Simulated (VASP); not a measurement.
# ZnS (Cmc2_1) in VASP: further runs

ZnS is run at these levels: PBEsol; tasks: single point.

Everything below comes from runs of VASP 6.6.1. Logs are shortened: lines on timing, memory, paths and dates and some standing lists are left out, and cuts for length are marked.

## (1) The cell of the first run

The structure is orthorhombic, space group Cmc2_1 (No. 36). Conventional cell: a = 3.781 Å, b = 6.550 Å, c = 6.209 Å, α = 90.00°, β = 90.00°, γ = 90.00°. Zn (site symmetry m) has 4 S at 2.30 to 2.35 Å within 3.0 Å. S (site symmetry m) has 4 Zn at 2.30 to 2.35 Å within 3.0 Å.

## (2) Single point, PBEsol (atoms displaced along a vibrational mode)

Contents of INCAR:

```
SYSTEM = ZnS
PREC = Accurate
ENCUT = 520
EDIFF = 1E-7
ISMEAR = 0
SIGMA = 0.05
LREAL = .False.
LASPH = .True.
NELM = 100
ALGO = Normal
ISIF = 2
LWAVE = .False.
LCHARG = .False.
GGA = PS
NBANDS = 26
```

Contents of KPOINTS:

```
Automatic mesh
0
Gamma
  9 9 6
  0 0 0
```

Contents of POSCAR:

```
ZnS
1.0
    3.7814465092      0.0000000000      0.0000000000
   -1.8907232546      3.2748287400      0.0000000000
    0.0000000000      0.0000000000      6.2087146531
Zn S
2 2
Direct
    0.3032554246      0.6065108492      0.0054424479
    0.6967445754      0.3934891508      0.5054424479
    0.3584882391      0.7169764782      0.3795575521
    0.6415117609      0.2830235218      0.8795575521
```

Potentials or basis: VASP PAW PBE potentials, release 64 (Zn, S).

Started as:

```console
cat potpaw_PBE.64/Zn/POTCAR potpaw_PBE.64/S/POTCAR > POTCAR
mpirun -np 1 vasp_std > vasp.out
```

OUTCAR:

```text
SYSTEM = ZnS
   PREC = Accurate
   ENCUT = 520
   EDIFF = 1E-7
   ISMEAR = 0
   LREAL = .False.
   LASPH = .True.
   NELM = 100
   ISIF = 2
   GGA = PS

 ion  position               nearest neighbor table
   1  0.303  0.607  0.005-   4 2.30   4 2.30   4 2.35   3 2.35
   2  0.697  0.393  0.505-   3 2.30   3 2.30   3 2.35   4 2.35
   3  0.358  0.717  0.380-   2 2.30   2 2.30   2 2.35   1 2.35
   4  0.642  0.283  0.880-   1 2.30   1 2.30   1 2.35   2 2.35

  LATTYP: Found a hexagonal cell.
 ALAT       =     3.7814465092
 C/A-ratio  =     1.6418887952

  Lattice vectors:

 A1 = (   3.7814465092,   0.0000000000,   0.0000000000)
 A2 = (  -1.8907232546,   3.2748287400,   0.0000000000)
 A3 = (   0.0000000000,   0.0000000000,   6.2087146531)

Analysis of symmetry for initial positions (statically):
=====================================================================
 Subroutine PRICEL returns:
 Original cell was already a primitive cell.

 Routine SETGRP: Setting up the symmetry group for a
 hexagonal supercell.

 Subroutine GETGRP returns: Found  4 space group operations
 (whereof  2 operations were pure point group operations)
 out of a pool of 24 trial point group operations.

The static configuration has the point symmetry C_1h.
 The point group associated with its full space group is C_2v.

Analysis of symmetry for dynamics (positions and initial velocities):
=====================================================================
 Subroutine PRICEL returns:
 Original cell was already a primitive cell.

 Routine SETGRP: Setting up the symmetry group for a
 hexagonal supercell.

 Subroutine GETGRP returns: Found  4 space group operations
 (whereof  2 operations were pure point group operations)
 out of a pool of 24 trial point group operations.

The dynamic configuration has the point symmetry C_1h.
 The point group associated with its full space group is C_2v.

 Subroutine INISYM returns: Found  4 space group operations
 (whereof  2 operations are pure point group operations),
 and found     1 'primitive' translations

----------------------------------------------------------------------------------------

                                     Primitive cell

  volume of cell :      76.8862

  direct lattice vectors                    reciprocal lattice vectors
     3.781446509  0.000000000  0.000000000     0.264449067  0.152679740  0.000000000
    -1.890723255  3.274828740  0.000000000     0.000000000  0.305359480  0.000000000
     0.000000000  0.000000000  6.208714653     0.000000000  0.000000000  0.161063933

  length of vectors
     3.781446509  3.781446509  6.208714653     0.305359480  0.305359480  0.161063933

  position of ions in fractional coordinates (direct lattice)
     0.303255425  0.606510849  0.005442448
     0.696744575  0.393489151  0.505442448
     0.358488239  0.716976478  0.379557552
     0.641511761  0.283023522  0.879557552

  ion indices of the primitive-cell ions
   primitive index   ion index
                 1           1
                 2           2
                 3           3
                 4           4

----------------------------------------------------------------------------------------

 KPOINTS: Automatic mesh

Automatic generation of k-mesh.
 Grid dimensions read from file:
 generate k-points for:    9    9    6

 Generating k-lattice:

  Cartesian coordinates                     Fractional coordinates (reciprocal lattice)
     0.029383230  0.016964416  0.000000000     0.111111111  0.000000000  0.000000000
     0.000000000  0.033928831  0.000000000     0.000000000  0.111111111  0.000000000
     0.000000000  0.000000000  0.026843989     0.000000000  0.000000000  0.166666667

  Length of vectors
     0.033928831  0.033928831  0.026843989

  Shift w.r.t. Gamma in fractional coordinates (k-lattice)
     0.000000000  0.000000000  0.000000000

 Subroutine IBZKPT returns following result:
 ===========================================

 Found    100 irreducible k-points:

 Following reciprocal coordinates:
            Coordinates               Weight
  0.000000  0.000000  0.000000      1.000000
  0.111111  0.000000  0.000000      4.000000
  0.000000  0.111111  0.000000      2.000000
  0.222222  0.000000  0.000000      4.000000
  0.000000  0.222222  0.000000      2.000000
  0.333333  0.000000  0.000000      4.000000
[... 16 lines left out ...]
 -0.222222 -0.444444  0.000000      4.000000
  0.444444  0.333333  0.000000      4.000000
 [... further k-points ...]
   k-points           NKPTS =    100   k-points in BZ     NKDIM =    100   number of bands    NBANDS=     26
   number of dos      NEDOS =    301   number of ions     NIONS =      4
   total plane-waves  NPLWV =  37632
   dimension x,y,z NGX =    28 NGY =   28 NGZ =   48
   dimension x,y,z NGXF=    56 NGYF=   56 NGZF=   96
   ions per type =               2   2
   NGX,Y,Z   is equivalent  to a cutoff of  12.31, 12.31, 12.85 a.u.
   NGXF,Y,Z  is equivalent  to a cutoff of  24.62, 24.62, 25.71 a.u.
 SYSTEM =  ZnS
   PREC   = accura    normal or accurate (medium, high low for compatibility)
   ISTART =      0    job   : 0-new  1-cont  2-samecut
   ICHARG =      2    charge: 1-file 2-atom 10-const
   ISPIN  =      1    spin polarized calculation?
   LNONCOLLINEAR =      F non collinear calculations
   LSORBIT =      F    spin-orbit coupling
   LASPH  =      T    aspherical Exc in radial PAW
   ENCUT  =  520.0 eV  38.22 Ry    6.18 a.u.   7.03  7.03 11.54*2*pi/ulx,y,z
   NELM   =    100;   NELMIN=  2; NELMDL= -5     # of ELM steps
   EDIFF  = 0.1E-06   stopping-criterion for ELM
   LREAL  =      F    real-space projection
   EDIFFG = 0.1E-05   stopping-criterion for IOM
   NSW    =      0    number of steps for IOM
   IBRION =     -1    ionic relax: 0-MD 1-quasi-New 2-CG
   NFREE  =      0    steps in history (QN), initial steepest desc. (CG)
   ISIF   =      2    stress and relaxation
   ISYM   =      2    0-nonsym 1-usesym 2-fastsym
   POTIM  = 0.5000    time-step for ionic-motion
   TEBEG  =    0.0;   TEEND  =   0.0 temperature during run
   PSTRESS=    0.0 pullay stress
   NELECT =      36.0000    total number of electrons
   NUPDOWN=      -1.0000    fix difference up-down
   EMIN   =  10.00;   EMAX   =-10.00  energy-range for DOS
   EFERMI =   0.00;   METHOD = LEGACY
   ISMEAR =     0;   SIGMA  =   0.05  broadening in eV -4-tet -1-fermi 0-gaus
   EFERMI_NEDOS =   21; number of points for ismear=-14 and -15
   IALGO  =     38    algorithm
   IMIX   =      4    mixing-type and parameters
     AMIX     =   0.40;   BMIX     =  1.00
     AMIX_MAG =   1.60;   BMIX_MAG =  1.00
  volume/ion in A,a.u.               =      19.22       129.71
  Fermi-wavevector in a.u.,A,eV,Ry     =   1.271236  2.402288 21.987579  1.616041
  Thomas-Fermi vector in A             =   2.404180
   LORBIT       =      0    0 simple, 1 ext, 2 COOP (PROOUT), +10 PAW based schemes
   GGA     = PS    functional components
   LHFCALC =     F    Hartree Fock is set to
   AEXX    =    0.0000 exact exchange contribution
   IVDW    =     0    specifies the selected vdW correction
   LEPSILON=     F    determine dielectric tensor
   LRPA    =     F    only Hartree local field effects (RPA)
 non-spin polarized calculation
 Gauss-broadening in eV      SIGMA  =   0.05
  energy-cutoff  :      520.00
  volume of cell :       76.89
 maximum number of plane-waves:      2087
   NGX = 15   NGY = 15   NGZ = 23

 number of electron      36.0000062 magnetization

 Free energy of the ion-electron system (eV)
  ---------------------------------------------------
  ext. energy  EPLUGINS =         0.00000000
  ---------------------------------------------------
  free energy    TOTEN  =       -15.10723447 eV

  energy without entropy =      -15.10723447  energy(sigma->0) =      -15.10723447

 E-fermi :   2.5438     XC(G=0):  -9.9770

 val. band max:        2.2849521136   @ k =   0.0000   0.0000   0.0000
 cond. band min:       4.3871078846   @ k =   0.0000   0.0000   0.0000
 fundamental gap:      2.1021557710
 Fermi energy:         2.5438387464

 k-point     1 :       0.0000    0.0000    0.0000
  band No.  band energies     occupation
      1     -11.0708      2.00000
      2     -10.0640      2.00000
      3      -4.2363      2.00000
      4      -4.2155      2.00000
      5      -4.1401      2.00000
      6      -4.0882      2.00000
[... 18 lines left out ...]
     25      10.1588      0.00000
     26      11.0727      0.00000

 k-point     2 :       0.1111    0.0000    0.0000
  band No.  band energies     occupation
      1     -10.9828      2.00000
      2     -10.0123      2.00000
      3      -4.2395      2.00000
      4      -4.2017      2.00000
      5      -4.1275      2.00000
      6      -4.0732      2.00000
[... 18 lines left out ...]
     25      10.3196      0.00000
     26      10.6318      0.00000

 k-point     3 :       0.0000    0.1111    0.0000
  band No.  band energies     occupation
      1     -10.9813      2.00000
      2     -10.0165      2.00000
      3      -4.2185      2.00000
      4      -4.2006      2.00000
      5      -4.1482      2.00000
      6      -4.0884      2.00000
[... 18 lines left out ...]
     25      10.0879      0.00000
     26      10.7503      0.00000

 k-point     4 :       0.2222    0.0000    0.0000
  band No.  band energies     occupation
      1     -10.7409      2.00000
      2      -9.8823      2.00000
      3      -4.2449      2.00000
      4      -4.1715      2.00000
      5      -4.0907      2.00000
      6      -4.0204      2.00000
[... 18 lines left out ...]
     25      10.1572      0.00000
     26      11.2398      0.00000
[... 496 lines left out ...]
      1     -10.0042      2.00000
      2      -9.7080      2.00000
      3      -4.1677      2.00000
      4      -4.0280      2.00000
      5      -3.9538      2.00000
      6      -3.8808      2.00000
[... 18 lines left out ...]
     25      11.7423      0.00000
     26      11.8455      0.00000

 k-point    23 :      -0.2222   -0.4444    0.0000
  band No.  band energies     occupation
      1      -9.9529      2.00000
      2      -9.7720      2.00000
      3      -4.1807      2.00000
      4      -4.0473      2.00000
      5      -3.9190      2.00000
      6      -3.8768      2.00000
[... 18 lines left out ...]
     25      11.3884      0.00000
     26      12.1006      0.00000

 k-point    24 :       0.4444    0.3333    0.0000
  band No.  band energies     occupation
      1     -10.0268      2.00000
      2      -9.6777      2.00000
      3      -4.1423      2.00000
      4      -4.0298      2.00000
      5      -3.9696      2.00000
      6      -3.8789      2.00000
[... 18 lines left out ...]
     25      11.4441      0.00000
     26      11.8811      0.00000

 [... further k-points ...]
[... 5 lines left out ...]
  --------------------------------------------------------------------------------------
  -------------------------------------------------------------------------------------
  Total       -0.0476107      0.1668675     -0.3590153      0.0000000      0.0000000      0.0000000
  in kB       -0.9921255      3.4772354     -7.4812689      0.0000000      0.0000000      0.0000000
  external PRESSURE =      -1.6653864 kB  Pullay stress =       0.0000000 kB

 VOLUME and BASIS-vectors are now :
 -----------------------------------------------------------------------------
  energy-cutoff  :      520.00
  volume of cell :       76.89
      direct lattice vectors                 reciprocal lattice vectors
     3.781446509  0.000000000  0.000000000     0.264449067  0.152679740  0.000000000
    -1.890723255  3.274828740  0.000000000     0.000000000  0.305359480  0.000000000
     0.000000000  0.000000000  6.208714653     0.000000000  0.000000000  0.161063933

 POSITION                                       TOTAL-FORCE (eV/Angst)
 -----------------------------------------------------------------------------------
      0.00000      1.98622      0.03379         0.000000      0.213517      0.099750
      1.89072      1.28861      3.13815         0.000000     -0.213517      0.099750
     -0.00000      2.34798      2.35656        -0.000000     -0.123289     -0.099750
      1.89072      0.92685      5.46092         0.000000      0.123289     -0.099750
 -----------------------------------------------------------------------------------
    total drift:                               -0.000000     -0.000001     -0.000631

  FREE ENERGIE OF THE ION-ELECTRON SYSTEM (eV)
  ---------------------------------------------------
  free  energy   TOTEN  =       -15.1072344665 eV

  energy  without entropy=      -15.1072344665  energy(sigma->0) =      -15.10723447
```

Wall time 3.2 min (1 thread of Intel Xeon Platinum 8259CL at 2.50GHz (Skylake/Cascade Lake), shared host); peak memory 0.3 GiB.

Results:

```
Free energy            : -15.1072 eV
Pressure               : -0.2 GPa
Largest force          : 0.236 eV/Å
Band gap on the k mesh : 2.10 eV
```

Forces in eV/Å, atoms in the order of the input:
```
Zn   0.000  0.214  0.100
Zn   0.000 -0.214  0.100
S    0.000 -0.123 -0.100
S    0.000  0.123 -0.100
```

Stress tensor (GPa, compression positive):
```
-0.10  0.00  0.00
 0.00  0.35  0.00
 0.00  0.00 -0.75
```

Levels at points of the mesh, in eV from the valence-band top:
| k point | band 15 | band 16 | band 17 | band 18 | band 19 | band 20 | band 21 | band 22 |
| --- | --- | --- | --- | --- | --- | --- | --- | --- |
| (0.00, 0.00, 0.00) | -0.85 | -0.09 | -0.06 | 0.00 | 2.10 | 3.07 | 5.90 | 6.38 |
| (0.00, 0.00, 0.50) | -0.52 | -0.52 | -0.46 | -0.46 | 3.47 | 3.47 | 6.43 | 6.43 |

Caveat: the cell differs from its parent crystal (atoms displaced along a vibrational mode); the PAW data sets were made with another functional, which shifts forces and pressure a little.

[end of part 1 of 2]
